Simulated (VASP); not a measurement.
Write the native input for VASP 6.6.1 that does the following.

```
Task                   : single point
Functional             : LDA
Potentials or basis    : VASP PAW LDA potentials, release 64 (Ba_sv, Li_sv, F)
Cutoff                 : 520 eV
k mesh                 : 6 × 6 × 6
Occupations            : gaussian, width 0.05 eV
Spin                   : no spin polarisation
Dipole correction      : no
Further INCAR settings : ALGO = Normal; EDIFF = 1e-06; NBANDS = 25
```

The structure of BaLiF3 lies in POSCAR:

```
BaLiF3
1.0
    4.1082390892      0.0000000000      0.0000000000
    0.0000000000      4.1082390892      0.0000000000
    0.0000000000      0.0000000000      4.1082390892
Ba Li F
1 1 3
Direct
    0.0000000000      0.0000000000      0.0000000000
    0.5000000000      0.5000000000      0.5000000000
    0.0000000000      0.5000000000      0.5000000000
    0.5000000000      0.5000000000      0.0000000000
    0.5000000000      0.0000000000      0.5000000000
```

This cell differs from its parent crystal: strain +0.030 along x and y, +0.030 along z.

One way to write it, as run:

INCAR

```
PREC = Accurate
ENCUT = 520
EDIFF = 1E-6
ISMEAR = 0
SIGMA = 0.05
LREAL = False
LASPH = True
NELM = 80
ALGO = Normal
ISIF = 2
LWAVE = False
LCHARG = False
GGA = CA
NBANDS = 25
```

KPOINTS

```
Automatic mesh
0
Gamma
  6 6 6
```

Potentials or basis: VASP PAW LDA potentials, release 64 (Ba_sv, Li_sv, F).

Launch:

```bash
$ cat potpaw_LDA.64/Ba_sv/POTCAR potpaw_LDA.64/Li_sv/POTCAR potpaw_LDA.64/F/POTCAR > POTCAR
$ mpirun -np 1 vasp_std > vasp.out
```

Results of the run:

- Band gap on the k mesh: 6.33 eV

Caveat: the cell differs from its parent crystal (strain +0.030 along x and y, +0.030 along z); spin-orbit coupling is left out, which moves the levels of the heavy elements.

Wall time 49 s on 1 thread of AMD EPYC 7R43 64-Core Processor (Zen 3) (shared host), peak memory 0.14 GiB.
